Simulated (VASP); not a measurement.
Runs of VASP 6.6.1 on PbS. Symmetry: P-6m2, No. 187, hexagonal system. The conventional cell has a = 4.090 Å, b = 4.090 Å, c = 3.788 Å, α = 90.00°, β = 90.00°, γ = 120.00°. Within 4.1 Å of Pb (site symmetry -6m2) lie 6 S at 3.03 Å and 8 Pb at 3.79 to 4.09 Å. Within 4.1 Å of S (site symmetry -6m2) lie 6 Pb at 3.03 Å and 8 S at 3.79 to 4.09 Å. 

```tsv
task	level	cell	cutoff (eV)	screening parameter	gap on the mesh (eV)	pressure (GPa)
single point	PBE-based screened hybrid with 25 % exact exchange	as given	520	0.6 1/Å	(a)	-0.7
single point	PBE-based screened hybrid with 25 % exact exchange	as given	520	0.4 1/Å	0.43	-0.9
single point	PBE-based screened hybrid with 25 % exact exchange	as given	520	0.3 1/Å	0.51	-1.1
relaxation of cell and atoms	PBE0	relaxed	600	-	(b)	0.0
```

Alike in all rows: potentials or basis VASP PAW PBE potentials, release 64 (Pb_d, S); no spin polarisation; k mesh 4 × 4 × 4; smearing fermi-dirac 0.05 eV.

Question: Estimate the missing entries.

Answer: (a) 0.34; (b) 1.12.

Caveats: all runs use coarse meshes; the PAW data sets were made with another functional, which shifts forces and pressure a little; spin-orbit coupling is left out, which moves the levels of the heavy elements.

A k mesh can miss the band edges, and the runs leave out spin-orbit coupling on Pb.
